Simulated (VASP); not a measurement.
# Al3VN4 (P4/mmm) in VASP: a series of runs

Al3VN4 is run at these levels: PBE; tasks: single point.

Everything below comes from runs of VASP 6.6.1. Logs are shortened: lines on timing, memory, paths and dates and some standing lists are left out, and cuts for length are marked.

## 1. The cell of the first run

It takes space group P4/mmm (No. 123, tetragonal). Conventional cell: a = 2.865 Å, b = 2.865 Å, c = 8.363 Å, α = 90.00°, β = 90.00°, γ = 90.00°. Within 2.7 Å of Al (site symmetry 4mm) lie 6 N at 2.03 to 2.12 Å. Within 2.7 Å of Al (site symmetry 4/mmm) lie 6 N at 2.03 to 2.04 Å. V (site symmetry 4/mmm) has 6 N at 2.03 to 2.14 Å within 2.7 Å. N (site symmetry 4/mmm) has 6 Al at 2.03 to 2.06 Å within 2.7 Å. N (site symmetry 4mm) has 5 Al at 2.03 to 2.04 Å and 1 V at 2.14 Å within 2.7 Å. N (site symmetry 4/mmm) has 4 V at 2.03 Å and 2 Al at 2.12 Å within 2.7 Å.

## 2. Single point, PBE, collinear spin, ferromagnetic start

File INCAR:

```
ALGO     = Normal         # electronic algorithm
EDIFF    = 1E-7           # SCF threshold, eV
ENCUT    = 520            # plane-wave cutoff, eV
GGA      = PE             # functional
ISIF     = 2              # what is computed and relaxed
ISMEAR   = 0              # smearing method
ISPIN    = 2              # spin polarisation
LASPH    = T              # aspherical terms in the spheres
LCHARG   = F              # write CHGCAR
LMAXMIX  = 4              # l up to which the mixer works
LORBIT   = 11             # projections on sites
LREAL    = F              # projectors in reciprocal space
LWAVE    = F              # write WAVECAR
MAGMOM   = 0 0 0 2 0 0 0 0 # initial moments
NBANDS   = 35             # bands
NELM     = 150            # most SCF steps
PREC     = Accurate       # precision mode
SIGMA    = 0.1            # smearing width, eV
```

File KPOINTS:

```
k-points
0
Gamma
  6 6 2
```

File POSCAR:

```
Al3VN4
1.0
    2.8654574034      0.0000000000      0.0000000000
    0.0000000000      2.8654574034      0.0000000000
    0.0000000000      0.0000000000      8.3627573145
Al V N
3 1 4
Direct
    0.0000000000      0.0000000000      0.7536000630
    0.5000000000      0.5000000000      0.0000000000
    0.0000000000      0.0000000000      0.2463999370
    0.5000000000      0.5000000000      0.5000000000
    0.0000000000      0.0000000000      0.0000000000
    0.5000000000      0.5000000000      0.2435618077
    0.0000000000      0.0000000000      0.5000000000
    0.5000000000      0.5000000000      0.7564381923
```

Potentials or basis: VASP PAW PBE potentials, release 64 (Al, V_sv, N).

Started as:

```console
> cat potpaw_PBE.64/Al/POTCAR potpaw_PBE.64/V_sv/POTCAR potpaw_PBE.64/N/POTCAR > POTCAR
> mpirun -np 1 vasp_std > vasp.out
```

OUTCAR:

```text
EDIFF = 1E-7
   ENCUT = 520
   GGA = PE
   ISIF = 2
   ISMEAR = 0
   ISPIN = 2
   LASPH = T
   LORBIT = 11
   LREAL = F
   NELM = 150
   PREC = Accurate

 ion  position               nearest neighbor table
   1  0.000  0.000  0.754-   8 2.03   8 2.03   8 2.03   8 2.03   5 2.06   7 2.12   2 2.89   2 2.89
                             2 2.89   2 2.89   4 2.93   4 2.93   4 2.93   4 2.93
   2  0.500  0.500  0.000-   5 2.03   5 2.03   5 2.03   5 2.03   8 2.04   6 2.04   3 2.89   3 2.89
                             1 2.89   3 2.89   1 2.89   1 2.89   3 2.89   1 2.89
   3  0.000  0.000  0.246-   6 2.03   6 2.03   6 2.03   6 2.03   5 2.06   7 2.12   2 2.89   2 2.89
                             2 2.89   2 2.89   4 2.93   4 2.93   4 2.93   4 2.93
   4  0.500  0.500  0.500-   7 2.03   7 2.03   7 2.03   7 2.03   8 2.14   6 2.14   3 2.93   3 2.93
                             1 2.93   3 2.93   1 2.93   1 2.93   3 2.93   1 2.93
   5  0.000  0.000  0.000-   2 2.03   2 2.03   2 2.03   2 2.03   3 2.06   1 2.06
   6  0.500  0.500  0.244-   3 2.03   3 2.03   3 2.03   3 2.03   2 2.04   4 2.14
   7  0.000  0.000  0.500-   4 2.03   4 2.03   4 2.03   4 2.03   1 2.12   3 2.12
   8  0.500  0.500  0.756-   1 2.03   1 2.03   1 2.03   1 2.03   2 2.04   4 2.14

  LATTYP: Found a simple tetragonal cell.
 ALAT       =     2.8654574034
 C/A-ratio  =     2.9184720403

  Lattice vectors:

 A1 = (   2.8654574034,   0.0000000000,   0.0000000000)
 A2 = (   0.0000000000,   2.8654574034,   0.0000000000)
 A3 = (   0.0000000000,   0.0000000000,   8.3627573145)

Analysis of symmetry for initial positions (statically):
=====================================================================
 Subroutine PRICEL returns:
 Original cell was already a primitive cell.

 Routine SETGRP: Setting up the symmetry group for a
 simple tetragonal supercell.

 Subroutine GETGRP returns: Found 16 space group operations
 (whereof 16 operations were pure point group operations)
 out of a pool of 16 trial point group operations.

The static configuration has the point symmetry D_4h.

Analysis of symmetry for dynamics (positions and initial velocities):
=====================================================================
 Subroutine PRICEL returns:
 Original cell was already a primitive cell.

 Routine SETGRP: Setting up the symmetry group for a
 simple tetragonal supercell.

 Subroutine GETGRP returns: Found 16 space group operations
 (whereof 16 operations were pure point group operations)
 out of a pool of 16 trial point group operations.

The dynamic configuration has the point symmetry D_4h.

Analysis of structural, dynamic, and magnetic symmetry:
=====================================================================
[... 163 lines left out ...]

  energy without entropy =      -62.34292828  energy(sigma->0) =      -62.34891162

 E-fermi :  11.6115     XC(G=0): -12.5109

 val. band max:       11.6061326679   @ k =   0.1667   0.0000   0.0000
 cond. band min:      11.6184036695   @ k =   0.3333   0.0000   0.0000
 fundamental gap:      0.0122710015
 Fermi energy:        11.6115322959

 spin component 1

 k-point     1 :       0.0000    0.0000    0.0000
  band No.  band energies     occupation
      1     -53.9524      1.00000
      2     -27.8310      1.00000
      3     -27.7015      1.00000
      4     -27.7015      1.00000
      5      -7.4185      1.00000
      6      -5.9948      1.00000
[... 709 lines left out ...]
     32      20.1381      0.00000
     33      21.8353      0.00000
 Fermi energy:        11.6115322959

 spin component 2

 k-point     1 :       0.0000    0.0000    0.0000
  band No.  band energies     occupation
      1     -53.2398      1.00000
      2     -27.0737      1.00000
      3     -27.0737      1.00000
      4     -26.9758      1.00000
      5      -7.4040      1.00000
      6      -5.9737      1.00000
[... 709 lines left out ...]
     32      20.3662      0.00000
     33      22.1060      0.00000
 [bands above 33 left out]

------------------------ aborting loop because EDIFF is reached ----------------------------------------

  FORCE on cell =-STRESS in cart. coord.  units (eV):
  Direction    XX          YY          ZZ          XY          YZ          ZX
  --------------------------------------------------------------------------------------
  -------------------------------------------------------------------------------------
  Total        0.0018886      0.0018886      0.0146646      0.0000000     -0.0000000      0.0000000
  in kB        0.0440680      0.0440680      0.3421719      0.0000000     -0.0000000      0.0000000
  external PRESSURE =       0.1434360 kB  Pullay stress =       0.0000000 kB

 VOLUME and BASIS-vectors are now :
 -----------------------------------------------------------------------------
  energy-cutoff  :      520.00
  volume of cell :       68.67
      direct lattice vectors                 reciprocal lattice vectors
     2.865457403  0.000000000  0.000000000     0.348984424  0.000000000  0.000000000
     0.000000000  2.865457403  0.000000000     0.000000000  0.348984424  0.000000000
     0.000000000  0.000000000  8.362757314     0.000000000  0.000000000  0.119577785

 POSITION                                       TOTAL-FORCE (eV/Angst)
 -----------------------------------------------------------------------------------
      0.00000      0.00000      6.30217        -0.000000      0.000000      0.009124
      1.43273      1.43273      0.00000        -0.000000      0.000000      0.000000
      0.00000      0.00000      2.06058         0.000000      0.000000     -0.009124
      1.43273      1.43273      4.18138        -0.000000      0.000000      0.000000
      0.00000      0.00000      0.00000        -0.000000      0.000000      0.000000
      1.43273      1.43273      2.03685        -0.000000     -0.000000     -0.019106
      0.00000      0.00000      4.18138        -0.000000      0.000000      0.000000
      1.43273      1.43273      6.32591        -0.000000      0.000000      0.019106
 -----------------------------------------------------------------------------------
    total drift:                                0.000000     -0.000000     -0.000000

  FREE ENERGIE OF THE ION-ELECTRON SYSTEM (eV)
  ---------------------------------------------------
  free  energy   TOTEN  =       -62.3548949660 eV

  energy  without entropy=      -62.3429282772  energy(sigma->0) =      -62.34891162

 total charge

# of ion       s       p       d       tot
------------------------------------------
    1        0.312   0.381   0.000   0.693
    2        0.317   0.396   0.000   0.713
    3        0.312   0.381   0.000   0.693
    4        2.248   6.290   3.131  11.669
    5        1.219   2.633   0.000   3.852
    6        1.221   2.613   0.000   3.834
    7        1.240   2.549   0.000   3.789
    8        1.221   2.613   0.000   3.834
--------------------------------------------------
tot          8.090  17.856   3.131  29.077

 magnetization (x)

# of ion       s       p       d       tot
------------------------------------------
    1        0.001  -0.000   0.000   0.001
    2        0.000  -0.000   0.000  -0.000
    3        0.001  -0.000   0.000   0.001
    4        0.005   0.006   0.691   0.701
    5        0.000   0.000   0.000   0.000
    6       -0.000   0.008   0.000   0.008
    7       -0.002  -0.018   0.000  -0.021
    8       -0.000   0.008   0.000   0.008
--------------------------------------------------
tot          0.005   0.002   0.691   0.698
```

OSZICAR:

```text
N       E                     dE             d eps       ncg     rms          rms(c)
DAV:   1     0.322252528143E+03    0.32225E+03   -0.21395E+04  2848   0.119E+03
DAV:   2    -0.513887282080E+02   -0.37364E+03   -0.35580E+03  3168   0.338E+02
[... 11 lines left out ...]
DAV:  14    -0.623548847573E+02   -0.75608E-05   -0.61643E-05  3366   0.615E-02    0.258E-02
DAV:  15    -0.623548936383E+02   -0.88810E-05   -0.10809E-05  3383   0.203E-02    0.149E-02
DAV:  16    -0.623548949130E+02   -0.12747E-05   -0.28445E-06  3455   0.122E-02    0.664E-03
DAV:  17    -0.623548951102E+02   -0.19718E-06   -0.29948E-07  3185   0.365E-03    0.423E-03
DAV:  18    -0.623548949663E+02    0.14390E-06   -0.42786E-07  3285   0.394E-03    0.112E-03
DAV:  19    -0.623548949660E+02    0.28103E-09   -0.55069E-08  1847   0.149E-03
   1 F= -.62354895E+02 E0= -.62348912E+02  d E =-.119667E-01  mag=     0.7633
```

Wall time 88 s (1 thread of Intel Xeon Platinum 8488C (Sapphire Rapids), shared host); peak memory 0.24 GiB.

Results:

- Free energy: -62.3549 eV
- Pressure: 0.0 GPa
- Largest force: 0.019 eV/Å
- Net moment: 0.76 μB per cell
- Site moments: Al +0.00, -0.00; V +0.70; N +0.00, +0.01, -0.02 μB
- Valence electrons inside the program's atomic spheres: Al 0.69, 0.71; V 11.67; N 3.85, 3.83, 3.79

Forces on the atoms (eV/Å):
```
Al   0.000  0.000  0.009
Al   0.000  0.000  0.000
Al   0.000  0.000 -0.009
V    0.000  0.000  0.000
N    0.000  0.000  0.000
N    0.000  0.000 -0.019
N    0.000  0.000  0.000
N    0.000  0.000  0.019
```

Caveat: the k points lie up to 0.38 Å⁻¹ apart.

## 3. Single point, PBE, collinear spin, ferromagnetic start

This run uses another cell than the first one, of 12.73 Å³/atom, 1.484 times its volume.

File INCAR:

```
PREC     = Accurate       # precision mode
ENCUT    = 520            # plane-wave cutoff, eV
EDIFF    = 1E-6           # SCF threshold, eV
ISMEAR   = 0              # smearing method
SIGMA    = 0.1            # smearing width, eV
LREAL    = F              # projectors in reciprocal space
LASPH    = T              # aspherical terms in the spheres
NELM     = 150            # most SCF steps
ALGO     = Normal         # electronic algorithm
ISIF     = 2              # what is computed and relaxed
LWAVE    = F              # write WAVECAR
LCHARG   = F              # write CHGCAR
ISPIN    = 2              # spin polarisation
MAGMOM   = 0 0 0 2 0 0 0 0 # initial moments
LORBIT   = 11             # projections on sites
LMAXMIX  = 4              # l up to which the mixer works
GGA      = PE             # functional
NBANDS   = 35             # bands
```

File KPOINTS:

```
Automatic mesh
0
Gamma
  6 6 2
```

File POSCAR:

```
Al3VN4
1.0
    3.3023798200      0.0000000000      0.0000000000
    0.0000000000      3.3023798200      0.0000000000
    0.0000000000      0.0000000000      9.3405406600
Al V N
3 1 4
Direct
    0.0000000000      0.0000000000      0.7500000000
    0.5000000000      0.5000000000      0.0000000000
    0.0000000000      0.0000000000      0.2500000000
    0.5000000000      0.5000000000      0.5000000000
    0.0000000000      0.0000000000      0.0000000000
    0.5000000000      0.5000000000      0.2500000000
    0.0000000000      0.0000000000      0.5000000000
    0.5000000000      0.5000000000      0.7500000000
```

Potentials or basis: VASP PAW PBE potentials, release 64 (Al, V_sv, N).

Started as:

```console
> cat potpaw_PBE.64/Al/POTCAR potpaw_PBE.64/V_sv/POTCAR potpaw_PBE.64/N/POTCAR > POTCAR
> mpirun -np 1 vasp_std > vasp.out
```

OUTCAR:

```text
PREC = Accurate
   ENCUT = 520
   EDIFF = 1E-6
   ISMEAR = 0
   LREAL = F
   LASPH = T
   NELM = 150
   ISIF = 2
   ISPIN = 2
   LORBIT = 11
   GGA = PE

 ion  position               nearest neighbor table
   1  0.000  0.000  0.750-   8 2.34   8 2.34   8 2.34   8 2.34   5 2.34   7 2.34   2 3.30   2 3.30
                             2 3.30   2 3.30
   2  0.500  0.500  0.000-   5 2.34   5 2.34   5 2.34   5 2.34   8 2.34   6 2.34   3 3.30   3 3.30
                             1 3.30   3 3.30   1 3.30   1 3.30   3 3.30   1 3.30
   3  0.000  0.000  0.250-   6 2.34   6 2.34   6 2.34   6 2.34   7 2.34   5 2.34   2 3.30   2 3.30
                             2 3.30   2 3.30
   4  0.500  0.500  0.500-   7 2.34   7 2.34   7 2.34   7 2.34   8 2.34   6 2.34
   5  0.000  0.000  0.000-   2 2.34   2 2.34   2 2.34   2 2.34   3 2.34   1 2.34
   6  0.500  0.500  0.250-   3 2.34   3 2.34   3 2.34   3 2.34   4 2.34   2 2.34
   7  0.000  0.000  0.500-   4 2.34   4 2.34   4 2.34   4 2.34   1 2.34   3 2.34
[... 1689 lines left out ...]
      1.65119      1.65119      7.00541        -0.000000      0.000000      0.346966
 -----------------------------------------------------------------------------------
    total drift:                                0.000000      0.000000      0.000000

  FREE ENERGIE OF THE ION-ELECTRON SYSTEM (eV)
  ---------------------------------------------------
  free  energy   TOTEN  =       -56.0978446170 eV

  energy  without entropy=      -56.0740376559  energy(sigma->0) =      -56.08594114

 total charge

# of ion       s       p       d       tot
------------------------------------------
    1        0.313   0.240   0.000   0.553
    2        0.308   0.243   0.000   0.552
    3        0.313   0.240   0.000   0.553
    4        2.172   6.123   2.821  11.116
    5        1.242   2.320   0.000   3.563
    6        1.243   2.318   0.000   3.561
    7        1.241   2.314   0.000   3.555
    8        1.243   2.318   0.000   3.561
--------------------------------------------------
tot          8.076  16.117   2.821  27.015

 magnetization (x)

# of ion       s       p       d       tot
------------------------------------------
    1        0.007   0.000   0.000   0.008
    2       -0.000  -0.002   0.000  -0.002
    3        0.007   0.000   0.000   0.008
    4        0.015   0.011   1.784   1.810
    5        0.001  -0.005   0.000  -0.004
    6        0.000  -0.011   0.000  -0.011
    7       -0.004  -0.063   0.000  -0.067
    8        0.000  -0.011   0.000  -0.011
--------------------------------------------------
tot          0.026  -0.079   1.784   1.731
```

Run time: 2.7 min. Hardware: 1 thread of Intel Xeon Platinum 8488C (Sapphire Rapids), shared host; peak memory 0.32 GiB.

Results:

```
Free energy                                           : -56.0978 eV
Pressure                                              : -42.8 GPa
Largest force                                         : 0.347 eV/Å
Net moment                                            : 1.92 μB per cell
Site moments                                          : Al +0.01, -0.00; V +1.81; N -0.00, -0.01, -0.07 μB
Valence electrons inside the program's atomic spheres : Al 0.55; V 11.12; N 3.56
```

Forces on the atoms (eV/Å):
```
Al   0.000  0.000  0.064
Al   0.000  0.000  0.000
Al   0.000  0.000 -0.064
V    0.000  0.000  0.000
N    0.000  0.000  0.000
N    0.000  0.000 -0.347
N    0.000  0.000  0.000
N    0.000  0.000  0.347
```

Stress tensor (GPa, compression positive):
```
-43.75   0.00   0.00
  0.00 -43.75   0.00
  0.00   0.00 -40.98
```

With open d or f shells a metallic result of PBE can be an artefact of self-interaction; +U or a hybrid may open a gap.
